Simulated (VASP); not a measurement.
# SnO2 (I-43m) in VASP: single point with PBE

Aim: the single point of SnO2 with PBE.

Everything below comes from runs of VASP 6.6.1. Logs are shortened: lines on timing, memory, paths and dates and some standing lists are left out, and cuts for length are marked.

### 1 The cell of the first run

Symmetry: I-43m, No. 217, cubic system. Conventional cell: a = 10.138 Å, b = 10.138 Å, c = 10.138 Å, α = 90.00°, β = 90.00°, γ = 90.00°. Sn (site symmetry -4) has 4 O at 1.97 Å within 2.6 Å. O (site symmetry m) has 2 Sn at 1.97 Å within 2.6 Å.

The cell was built from a structure type or drawn by symmetry, and may not be a known phase.

### 2 Single point, PBE

INCAR reads:

```
ALGO = Normal
EDIFF = 1E-7
ENCUT = 520
GGA = PE
ISIF = 2
ISMEAR = 0
LASPH = True
LCHARG = True
LELF = True
LREAL = Auto
LVHAR = True
LWAVE = False
NBANDS = 93
NELM = 80
PREC = Accurate
SIGMA = 0.02
```

KPOINTS reads:

```
k-points
0
Gamma
  4 4 4
```

POSCAR reads:

```
SnO2
1.0
   -5.0691028528      5.0691028528      5.0691028528
    5.0691028528     -5.0691028528      5.0691028528
    5.0691028528      5.0691028528     -5.0691028528
Sn O
6 12
Direct
    0.7500000000      0.2500000000      0.5000000000
    0.2500000000      0.7500000000      0.5000000000
    0.5000000000      0.2500000000      0.7500000000
    0.7500000000      0.5000000000      0.2500000000
    0.5000000000      0.7500000000      0.2500000000
    0.2500000000      0.5000000000      0.7500000000
    0.7173776494      0.2825619181      0.7173776494
    0.7174380819      0.4348157313      0.4348157313
    0.5651842687      0.0000000000      0.2826223506
    0.0000000000      0.2826223506      0.5651842687
    0.2826223506      0.0000000000      0.5651842687
    0.0000000000      0.5651842687      0.2826223506
    0.4348157313      0.7174380819      0.4348157313
    0.2825619181      0.7173776494      0.7173776494
    0.5651842687      0.2826223506      0.0000000000
    0.4348157313      0.4348157313      0.7174380819
    0.7173776494      0.7173776494      0.2825619181
    0.2826223506      0.5651842687      0.0000000000
```

Potentials or basis: VASP PAW PBE potentials, release 64 (Sn_d, O).

Run with:

```sh
$ cat potpaw_PBE.64/Sn_d/POTCAR potpaw_PBE.64/O/POTCAR > POTCAR
$ mpirun -np 1 vasp_std > vasp.out
```

OUTCAR:

```text
EDIFF = 1E-7
   ENCUT = 520
   GGA = PE
   ISIF = 2
   ISMEAR = 0
   LASPH = True
   LREAL = Auto
   NELM = 80
   PREC = Accurate

 ion  position               nearest neighbor table
   1  0.750  0.250  0.500-   7 1.97   8 1.97   9 1.97  10 1.97   4 3.58   6 3.58   3 3.58   5 3.58

   2  0.250  0.750  0.500-  11 1.97  12 1.97  13 1.97  14 1.97   5 3.58   6 3.58   3 3.58   4 3.58

   3  0.500  0.250  0.750-   7 1.97  11 1.97  15 1.97  16 1.97   4 3.58   6 3.58   1 3.58   2 3.58

   4  0.750  0.500  0.250-   8 1.97  12 1.97  15 1.97  17 1.97   2 3.58   5 3.58   1 3.58   3 3.58

   5  0.500  0.750  0.250-   9 1.97  13 1.97  17 1.97  18 1.97   2 3.58   4 3.58   1 3.58   6 3.58

   6  0.250  0.500  0.750-  10 1.97  14 1.97  16 1.97  18 1.97   3 3.58   5 3.58   2 3.58   1 3.58

   7  0.717  0.283  0.717-   1 1.97   3 1.97
   8  0.717  0.435  0.435-   1 1.97   4 1.97
   9  0.565  0.000  0.283-   1 1.97   5 1.97
  10  0.000  0.283  0.565-   1 1.97   6 1.97
  11  0.283  0.000  0.565-   2 1.97   3 1.97
  12  0.000  0.565  0.283-   2 1.97   4 1.97
  13  0.435  0.717  0.435-   2 1.97   5 1.97
  14  0.283  0.717  0.717-   2 1.97   6 1.97
  15  0.565  0.283  0.000-   3 1.97   4 1.97
  16  0.435  0.435  0.717-   3 1.97   6 1.97
  17  0.717  0.717  0.283-   4 1.97   5 1.97
  18  0.283  0.565  0.000-   5 1.97   6 1.97

  LATTYP: Found a body centered cubic cell.
 ALAT       =    10.1382057056

  Lattice vectors:

 A1 = (  -5.0691028528,   5.0691028528,   5.0691028528)
 A2 = (   5.0691028528,  -5.0691028528,   5.0691028528)
 A3 = (   5.0691028528,   5.0691028528,  -5.0691028528)

Analysis of symmetry for initial positions (statically):
=====================================================================
 Subroutine PRICEL returns:
 Original cell was already a primitive cell.

 Routine SETGRP: Setting up the symmetry group for a
 body centered cubic supercell.

 Subroutine GETGRP returns: Found 24 space group operations
 (whereof 24 operations were pure point group operations)
 out of a pool of 48 trial point group operations.

The static configuration has the point symmetry T_d .

Analysis of symmetry for dynamics (positions and initial velocities):
=====================================================================
 Subroutine PRICEL returns:
 Original cell was already a primitive cell.

 Routine SETGRP: Setting up the symmetry group for a
 body centered cubic supercell.

 Subroutine GETGRP returns: Found 24 space group operations
 (whereof 24 operations were pure point group operations)
 out of a pool of 48 trial point group operations.

The dynamic configuration has the point symmetry T_d .

 Subroutine INISYM returns: Found 24 space group operations
 (whereof 24 operations are pure point group operations),
 and found     1 'primitive' translations

----------------------------------------------------------------------------------------

                                     Primitive cell

  volume of cell :     521.0187

  direct lattice vectors                    reciprocal lattice vectors
    -5.069102853  5.069102853  5.069102853     0.000000000  0.098636783  0.098636783
     5.069102853 -5.069102853  5.069102853     0.098636783  0.000000000  0.098636783
     5.069102853  5.069102853 -5.069102853     0.098636783  0.098636783  0.000000000

  length of vectors
     8.779943690  8.779943690  8.779943690     0.139493477  0.139493477  0.139493477

  position of ions in fractional coordinates (direct lattice)
     0.750000000  0.250000000  0.500000000
     0.250000000  0.750000000  0.500000000
     0.500000000  0.250000000  0.750000000
     0.750000000  0.500000000  0.250000000
     0.500000000  0.750000000  0.250000000
     0.250000000  0.500000000  0.750000000
[... 10 lines left out ...]
     0.717377649  0.717377649  0.282561918
     0.282622351  0.565184269  0.000000000

  ion indices of the primitive-cell ions
   primitive index   ion index
                 1           1
                 2           2
                 3           3
                 4           4
                 5           5
                 6           6
[... 10 lines left out ...]
                17          17
                18          18

----------------------------------------------------------------------------------------

 KPOINTS: k-points

Automatic generation of k-mesh.
 Grid dimensions read from file:
 generate k-points for:    4    4    4

 Generating k-lattice:

  Cartesian coordinates                     Fractional coordinates (reciprocal lattice)
     0.000000000  0.024659196  0.024659196     0.250000000  0.000000000  0.000000000
     0.024659196  0.000000000  0.024659196     0.000000000  0.250000000  0.000000000
     0.024659196  0.024659196  0.000000000     0.000000000  0.000000000  0.250000000

  Length of vectors
     0.034873369  0.034873369  0.034873369

  Shift w.r.t. Gamma in fractional coordinates (k-lattice)
     0.000000000  0.000000000  0.000000000

 Subroutine IBZKPT returns following result:
 ===========================================

 Found      8 irreducible k-points:

 Following reciprocal coordinates:
            Coordinates               Weight
  0.000000  0.000000  0.000000      1.000000
  0.250000  0.000000  0.000000     12.000000
  0.500000  0.000000  0.000000      6.000000
  0.250000  0.250000  0.000000     24.000000
  0.250000  0.250000  0.250000      2.000000
 -0.250000  0.250000  0.250000      6.000000
  0.500000  0.500000  0.250000     12.000000
  0.500000  0.500000  0.500000      1.000000
   k-points           NKPTS =      8   k-points in BZ     NKDIM =      8   number of bands    NBANDS=     93
   number of dos      NEDOS =    301   number of ions     NIONS =     18
   total plane-waves  NPLWV = 343000
   dimension x,y,z NGX =    70 NGY =   70 NGZ =   70
   dimension x,y,z NGXF=   140 NGYF=  140 NGZF=  140
   ions per type =               6  12
   NGX,Y,Z   is equivalent  to a cutoff of  13.25, 13.25, 13.25 a.u.
   NGXF,Y,Z  is equivalent  to a cutoff of  26.51, 26.51, 26.51 a.u.
 SYSTEM =  unknown system
   PREC   = accura    normal or accurate (medium, high low for compatibility)
   ISTART =      0    job   : 0-new  1-cont  2-samecut
   ICHARG =      2    charge: 1-file 2-atom 10-const
   ISPIN  =      1    spin polarized calculation?
   LNONCOLLINEAR =      F non collinear calculations
   LSORBIT =      F    spin-orbit coupling
   LASPH  =      T    aspherical Exc in radial PAW
   ENCUT  =  520.0 eV  38.22 Ry    6.18 a.u.  16.32 16.32 16.32*2*pi/ulx,y,z
   NELM   =     80;   NELMIN=  2; NELMDL= -5     # of ELM steps
   EDIFF  = 0.1E-06   stopping-criterion for ELM
   LREAL  =      T    real-space projection
   EDIFFG = 0.1E-05   stopping-criterion for IOM
   NSW    =      0    number of steps for IOM
   IBRION =     -1    ionic relax: 0-MD 1-quasi-New 2-CG
   NFREE  =      0    steps in history (QN), initial steepest desc. (CG)
   ISIF   =      2    stress and relaxation
   ISYM   =      2    0-nonsym 1-usesym 2-fastsym
   POTIM  = 0.5000    time-step for ionic-motion
   TEBEG  =    0.0;   TEEND  =   0.0 temperature during run
   PSTRESS=    0.0 pullay stress
   NELECT =     156.0000    total number of electrons
   NUPDOWN=      -1.0000    fix difference up-down
   EMIN   =  10.00;   EMAX   =-10.00  energy-range for DOS
   EFERMI =   0.00;   METHOD = LEGACY
   ISMEAR =     0;   SIGMA  =   0.02  broadening in eV -4-tet -1-fermi 0-gaus
   EFERMI_NEDOS =   21; number of points for ismear=-14 and -15
   IALGO  =     38    algorithm
   IMIX   =      4    mixing-type and parameters
     AMIX     =   0.40;   BMIX     =  1.00
     AMIX_MAG =   1.60;   BMIX_MAG =  1.00
  volume/ion in A,a.u.               =      28.95       195.33
  Fermi-wavevector in a.u.,A,eV,Ry     =   1.095213  2.069653 16.320073  1.199492
  Thomas-Fermi vector in A             =   2.231532
   LORBIT       =      0    0 simple, 1 ext, 2 COOP (PROOUT), +10 PAW based schemes
   GGA     = PE    functional components
   LHFCALC =     F    Hartree Fock is set to
   AEXX    =    0.0000 exact exchange contribution
   IVDW    =     0    specifies the selected vdW correction
   LEPSILON=     F    determine dielectric tensor
   LRPA    =     F    only Hartree local field effects (RPA)
 non-spin polarized calculation
 Gauss-broadening in eV      SIGMA  =   0.02
  energy-cutoff  :      520.00
  volume of cell :      521.02
 maximum number of plane-waves:     14086
 NGX is ok and might be reduce to    70
   NGX = 33   NGY = 33   NGZ = 33

 number of electron     156.0000047 magnetization

 Free energy of the ion-electron system (eV)
  ---------------------------------------------------
  ext. energy  EPLUGINS =         0.00000000
  ---------------------------------------------------
  free energy    TOTEN  =      -105.63530635 eV

  energy without entropy =     -105.63530635  energy(sigma->0) =     -105.63530635

 E-fermi :  -2.2023     XC(G=0):  -6.2895

 val. band max:       -2.3550478741   @ k =   0.5000   0.0000   0.0000
 cond. band min:      -0.0259563862   @ k =   0.0000   0.0000   0.0000
 fundamental gap:      2.3290914878
 Fermi energy:        -2.2023244680

 k-point     1 :       0.0000    0.0000    0.0000
  band No.  band energies     occupation
      1     -22.3531      2.00000
      2     -22.3531      2.00000
      3     -22.3531      2.00000
      4     -22.3475      2.00000
      5     -22.3475      2.00000
      6     -22.3475      2.00000
[... 82 lines left out ...]
     89       5.5757      0.00000
     90       5.5758      0.00000

 k-point     2 :       0.2500    0.0000    0.0000
  band No.  band energies     occupation
      1     -22.3548      2.00000
      2     -22.3533      2.00000
      3     -22.3520      2.00000
      4     -22.3475      2.00000
      5     -22.3472      2.00000
      6     -22.3461      2.00000
[... 82 lines left out ...]
     89       5.4160      0.00000
     90       5.5142      0.00000

 k-point     3 :       0.5000    0.0000    0.0000
  band No.  band energies     occupation
      1     -22.3560      2.00000
      2     -22.3539      2.00000
      3     -22.3518      2.00000
      4     -22.3466      2.00000
      5     -22.3459      2.00000
      6     -22.3456      2.00000
[... 82 lines left out ...]
     89       5.2713      0.00000
     90       5.3120      0.00000

 k-point     4 :       0.2500    0.2500    0.0000
  band No.  band energies     occupation
      1     -22.3570      2.00000
      2     -22.3524      2.00000
      3     -22.3512      2.00000
      4     -22.3483      2.00000
      5     -22.3457      2.00000
      6     -22.3455      2.00000
[... 82 lines left out ...]
     89       5.3488      0.00000
     90       5.4336      0.00000

 k-point     5 :       0.2500    0.2500    0.2500
  band No.  band energies     occupation
      1     -22.3589      2.00000
      2     -22.3499      2.00000
      3     -22.3499      2.00000
      4     -22.3499      2.00000
      5     -22.3467      2.00000
      6     -22.3467      2.00000
[... 82 lines left out ...]
     89       5.3208      0.00000
     90       5.3208      0.00000

 k-point     6 :      -0.2500    0.2500    0.2500
  band No.  band energies     occupation
      1     -22.3551      2.00000
      2     -22.3523      2.00000
      3     -22.3523      2.00000
      4     -22.3500      2.00000
      5     -22.3444      2.00000
      6     -22.3444      2.00000
[... 82 lines left out ...]
     89       5.5298      0.00000
     90       5.5298      0.00000

 k-point     7 :       0.5000    0.5000    0.2500
  band No.  band energies     occupation
      1     -22.3563      2.00000
      2     -22.3525      2.00000
      3     -22.3515      2.00000
      4     -22.3493      2.00000
      5     -22.3435      2.00000
      6     -22.3432      2.00000
[... 82 lines left out ...]
     89       5.5430      0.00000
     90       5.5773      0.00000

 k-point     8 :       0.5000    0.5000    0.5000
  band No.  band energies     occupation
      1     -22.3573      2.00000
      2     -22.3506      2.00000
      3     -22.3506      2.00000
      4     -22.3506      2.00000
      5     -22.3420      2.00000
      6     -22.3420      2.00000
[... 82 lines left out ...]
     89       5.7756      0.00000
     90       5.7757      0.00000
 [bands above 90 left out]

------------------------ aborting loop because EDIFF is reached ----------------------------------------

  FORCE on cell =-STRESS in cart. coord.  units (eV):
  Direction    XX          YY          ZZ          XY          YZ          ZX
  --------------------------------------------------------------------------------------
  -------------------------------------------------------------------------------------
  Total        0.7174983      0.7174983      0.7174983      0.0000000     -0.0000000      0.0000000
  in kB        2.2063689      2.2063689      2.2063689      0.0000000     -0.0000000      0.0000000
  external PRESSURE =       2.2063689 kB  Pullay stress =       0.0000000 kB

 VOLUME and BASIS-vectors are now :
 -----------------------------------------------------------------------------
  energy-cutoff  :      520.00
  volume of cell :      521.02
      direct lattice vectors                 reciprocal lattice vectors
    -5.069102853  5.069102853  5.069102853     0.000000000  0.098636783  0.098636783
     5.069102853 -5.069102853  5.069102853     0.098636783  0.000000000  0.098636783
     5.069102853  5.069102853 -5.069102853     0.098636783  0.098636783  0.000000000

 POSITION                                       TOTAL-FORCE (eV/Angst)
 -----------------------------------------------------------------------------------
      0.00000      5.06910      2.53455        -0.000000      0.000000      0.000000
      5.06910      0.00000      2.53455        -0.000000      0.000000      0.000000
      2.53455      5.06910      0.00000        -0.000000      0.000000      0.000000
      0.00000      2.53455      5.06910         0.000000      0.000000      0.000000
      2.53455      0.00000      5.06910        -0.000000      0.000000      0.000000
      5.06910      2.53455      0.00000        -0.000000      0.000000      0.000000
[... 10 lines left out ...]
      1.43234      1.43234      5.84059         0.007810      0.007810      0.040680
      1.43234     -1.43234      4.29762         0.007810     -0.007810     -0.040680
 -----------------------------------------------------------------------------------
    total drift:                               -0.000007     -0.000007     -0.000007

  FREE ENERGIE OF THE ION-ELECTRON SYSTEM (eV)
  ---------------------------------------------------
  free  energy   TOTEN  =      -105.6353063465 eV

  energy  without entropy=     -105.6353063465  energy(sigma->0) =     -105.63530635
```

It took 19 min on 1 thread of Intel Xeon Platinum 8259CL at 2.50GHz (Skylake/Cascade Lake), shared host; peak memory 0.79 GiB.

Results:

| Item | Value |
| --- | --- |
| Free energy | -105.6353 eV |
| Pressure | 0.2 GPa |
| Largest force | 0.042 eV/Å |
| Band gap on the k mesh | 2.33 eV (least direct gap 2.36 eV) |

Forces on the atoms (eV/Å):
```
Sn   0.000  0.000  0.000
Sn   0.000  0.000  0.000
Sn   0.000  0.000  0.000
Sn   0.000  0.000  0.000
Sn   0.000  0.000  0.000
Sn   0.000  0.000  0.000
O    0.008  0.041  0.008
O    0.041 -0.008 -0.008
O   -0.008 -0.041  0.008
O   -0.041  0.008 -0.008
O    0.008 -0.041 -0.008
O   -0.041 -0.008  0.008
O   -0.008  0.041 -0.008
O    0.041  0.008  0.008
O   -0.008  0.008 -0.041
O   -0.008 -0.008  0.041
O    0.008  0.008  0.041
O    0.008 -0.008 -0.041
```

Caveat: spin-orbit coupling is left out, which moves the levels of the heavy elements.
